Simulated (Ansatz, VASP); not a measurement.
Two plane-wave programs on NaF

Contents of INCAR:

```
ALGO = Normal ; EDIFF = 1E-6
ENCUT = 600 ; GGA = PS
GGA_COMPAT = False ; ISIF = 2
ISMEAR = 0 ; LASPH = True
LCHARG = False ; LREAL = False
LWAVE = False ; NBANDS = 14
NELM = 120 ; PREC = Accurate
SIGMA = 0.1
```

Contents of KPOINTS:

```
k-points
0
Gamma
  8 8 8
```

File POSCAR:

```
NaF
1.0
    0.0000000000      2.2858943317      2.2858943317
    2.2858943317      0.0000000000      2.2858943317
    2.2858943317      2.2858943317      0.0000000000
Na F
1 1
Direct
    0.0000000000      0.0000000000      0.0000000000
    0.5000000000      0.5000000000      0.5000000000
```

Input for Ansatz:

```yaml
crystal:
  lattice:
    - [0.0, 2.2858943317, 2.2858943317]
    - [2.2858943317, 0.0, 2.2858943317]
    - [2.2858943317, 2.2858943317, 0.0]
  atoms:
    - { symbol: Na, position: [0.0, 0.0, 0.0] }
    - { symbol: F, position: [0.5, 0.5, 0.5] }
basis:
  ecutwfc: 490
kpoints:
  mp_grid: { grid: [8, 8, 8] }
hamiltonian:
  xc: pbesol
scf:
  occupations: { method: gaussian, width: 0.1 }
  convergence: { dr2_threshold: "1e-10 eV" }
  max_iter: 54
output:
  forces: true
  stress: true
  eigenvalues: true
```

Alike in both runs: task single point; functional PBEsol; k mesh 8 × 8 × 8; occupations gaussian, width 0.1 eV; no spin polarisation.

|  | VASP | Ansatz |
| --- | --- | --- |
| version | VASP 6.6.1 | Ansatz 0.2.0 |
| potentials or method | VASP PAW PBE potentials, release 64 (Na_pv, F), cutoff 600 eV | scalar-relativistic, plane waves, PAW |
| valence electrons in the cell | 14 | 16 |

|  | VASP | Ansatz | Ansatz less VASP |
| --- | --- | --- | --- |
| gap on the k mesh at the Fermi level (eV) | 6.38 | 6.40 | +0.019 |
| least direct gap on the mesh (eV) | 6.38 | 6.40 | +0.019 |
| pressure (GPa) | 1.9 | 2.0 | +0.12 |

VASP's potentials were made for PBE, not for PBEsol. With one functional, cell and mesh, what is left measures potentials, basis and numerics. VASP's potentials hold 14 valence electrons a cell and Ansatz's 16, so a difference there can come from the potentials and not from the codes.
